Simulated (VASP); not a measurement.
# Zr (P6_3/mmc) in VASP: further runs, part 2 of 2

VASP 6.6.1.

## Step 4: Single point, PBEsol

File INCAR:

```
ALGO = Normal ; EDIFF = 1E-7
ENCUT = 520 ; GGA = PS
ISIF = 2 ; ISMEAR = 0
LASPH = T ; LCHARG = T
LELF = T ; LREAL = F
LVHAR = T ; LWAVE = F
NBANDS = 19 ; NELM = 60
PREC = Accurate ; SIGMA = 0.1
```

File KPOINTS:

```
k-points
0
Gamma
  12 12 7
```

File POSCAR:

```
Zr
1.0
    3.1834311920      0.0000000000      0.0000000000
   -1.5917155960      2.7569322835      0.0000000000
    0.0000000000      0.0000000000      5.1176265140
Zr
2
Direct
    0.3333333333      0.6666666667      0.2500000000
    0.6666666667      0.3333333333      0.7500000000
```

Potentials or basis: VASP PAW PBE potentials, release 64 (Zr_sv).

The run is started by

```bash
cat potpaw_PBE.64/Zr_sv/POTCAR > POTCAR
mpirun -np 1 vasp_std > vasp.out
```

OUTCAR:

```text
EDIFF = 1E-7
   ENCUT = 520
   GGA = PS
   ISIF = 2
   ISMEAR = 0
   LASPH = T
   LREAL = F
   NELM = 60
   PREC = Accurate

 ion  position               nearest neighbor table
   1  0.333  0.667  0.250-   2 3.15   2 3.15   2 3.15   2 3.15   2 3.15   2 3.15
   2  0.667  0.333  0.750-   1 3.15   1 3.15   1 3.15   1 3.15   1 3.15   1 3.15

  LATTYP: Found a hexagonal cell.
 ALAT       =     3.1834311920
 C/A-ratio  =     1.6075819471

  Lattice vectors:

[... 191 lines left out ...]
      2     -39.2205      2.00000
      3     -18.0062      2.00000
      4     -17.0237      2.00000
      5     -17.0237      2.00000
      6     -16.8856      2.00000
[... 505 lines left out ...]
      6     -17.1951      2.00000
[... 11 lines left out ...]
     18      13.2100      0.00000
     19      14.5632      0.00000

 [... further k-points ...]
[... 5 lines left out ...]
  --------------------------------------------------------------------------------------
  -------------------------------------------------------------------------------------
  Total        0.0229766      0.0229766      0.0485196     -0.0000000     -0.0000000      0.0000000
  in kB        0.8196094      0.8196094      1.7307627     -0.0000000     -0.0000000      0.0000000
  external PRESSURE =       1.1233272 kB  Pullay stress =       0.0000000 kB

 VOLUME and BASIS-vectors are now :
 -----------------------------------------------------------------------------
  energy-cutoff  :      520.00
  volume of cell :       44.91
      direct lattice vectors                 reciprocal lattice vectors
     3.183431192  0.000000000  0.000000000     0.314126469  0.181361001  0.000000000
    -1.591715596  2.756932283  0.000000000     0.000000000  0.362722003  0.000000000
     0.000000000  0.000000000  5.117626514     0.000000000  0.000000000  0.195403083

 POSITION                                       TOTAL-FORCE (eV/Angst)
 -----------------------------------------------------------------------------------
     -0.00000      1.83795      1.27941         0.000000      0.000000      0.000000
      1.59172      0.91898      3.83822        -0.000000     -0.000000      0.000000
 -----------------------------------------------------------------------------------
    total drift:                                0.000000     -0.000000      0.000000

  FREE ENERGIE OF THE ION-ELECTRON SYSTEM (eV)
  ---------------------------------------------------
  free  energy   TOTEN  =       -18.1638926768 eV

  energy  without entropy=      -18.1524577351  energy(sigma->0) =      -18.15817521
```

OSZICAR:

```text
N       E                     dE             d eps       ncg     rms          rms(c)
DAV:   1     0.213764020697E+03    0.21376E+03   -0.13261E+04  2888   0.126E+03
DAV:   2    -0.256266389570E+01   -0.21633E+03   -0.21224E+03  3303   0.370E+02
DAV:   3    -0.185373497919E+02   -0.15975E+02   -0.15817E+02  5180   0.715E+01
DAV:   4    -0.189366982897E+02   -0.39935E+00   -0.39866E+00  3458   0.118E+01
DAV:   5    -0.189487169721E+02   -0.12019E-01   -0.12016E-01  4271   0.140E+00    0.161E+01
DAV:   6    -0.182918447574E+02    0.65687E+00   -0.97141E-01  3149   0.739E+00    0.647E+00
DAV:   7    -0.181594027061E+02    0.13244E+00   -0.63201E-01  4115   0.515E+00    0.115E+00
DAV:   8    -0.181637270088E+02   -0.43243E-02   -0.37199E-02  3788   0.153E+00    0.238E-01
DAV:   9    -0.181639137270E+02   -0.18672E-03   -0.13019E-03  3892   0.311E-01    0.265E-02
DAV:  10    -0.181638909863E+02    0.22741E-04   -0.39005E-05  4123   0.379E-02    0.225E-02
DAV:  11    -0.181638926502E+02   -0.16639E-05   -0.86213E-06  3262   0.319E-02    0.202E-03
DAV:  12    -0.181638926768E+02   -0.26534E-07   -0.26946E-07  2995   0.345E-03
   1 F= -.18163893E+02 E0= -.18158175E+02  d E =-.114349E-01
```

stdout:

```text
POSCAR found type information on POSCAR Zr
 POSCAR found :  1 types and       2 ions
 scaLAPACK will be used
 -----------------------------------------------------------------------------
|                                                                             |
|                                                                             |
|     You enforced a specific xc type in the INCAR file but a different       |
|     I HOPE YOU KNOW WHAT YOU ARE DOING!                                     |
|                                                                             |
 -----------------------------------------------------------------------------

 LDA part: xc-table for (Slater+PW92), standard interpolation
 POSCAR, INCAR and KPOINTS ok, starting setup
 FFT: planning ... GRIDC
 FFT: planning ... GRID_SOFT
 FFT: planning ... GRID
 WAVECAR not read
 entering main loop
```

Wall time 35 s (1 thread of AMD EPYC 7R13, shared host); peak memory 0.19 GiB.

Results:

| Item | Value |
| --- | --- |
| Free energy | -18.1639 eV |
| Pressure | 0.1 GPa |
| Band gap on the k mesh | zero (band 12 reaches 10.15 eV, above the bottom of band 13 at 9.03 eV) |

Stress tensor (GPa, compression positive):
```
0.08 0.00 0.00
0.00 0.08 0.00
0.00 0.00 0.17
```

Levels at points of the mesh, in eV from the Fermi level:
| k point | band 10 | band 11 | band 12 | band 13 | band 14 | band 15 |
| --- | --- | --- | --- | --- | --- | --- |
| (0.00, 0.00, 0.00) | -3.15 | 0.87 | 0.87 | 0.94 | 1.25 | 1.58 |
| (0.50, 0.00, 0.00) | -2.57 | -2.27 | -0.10 | 0.57 | 0.76 | 1.47 |

Caveat: the PAW data sets were made with another functional, which shifts forces and pressure a little.

## Step 5: Overview

| cell | k mesh | smearing | gap on the mesh (eV) | pressure (GPa) |
| --- | --- | --- | --- | --- |
| a = 3.183, b = 3.183, c = 5.118 Å, angles 90.0, 90.0, 120.0°, 2 atoms | 15 × 15 × 8 | gaussian 0.1 eV | none | 0.1 |
| a = 3.180, b = 3.180, c = 5.137 Å, angles 90.0, 90.0, 120.0°, 2 atoms | 15 × 15 × 8 | fermi-dirac 0.15 eV | none | 0.1 |
| a = 3.183, b = 3.183, c = 5.118 Å, angles 90.0, 90.0, 120.0°, 2 atoms | 12 × 12 × 7 | gaussian 0.1 eV | none | 0.1 |

Alike in all rows: task single point; level PBEsol; potentials or basis VASP PAW PBE potentials, release 64 (Zr_sv); no spin polarisation; cutoff (eV) 520.

Caveats: the PAW data sets were made with another functional, which shifts forces and pressure a little.

Total energies depend on the potentials used, so only differences within one code and one set of settings carry meaning.
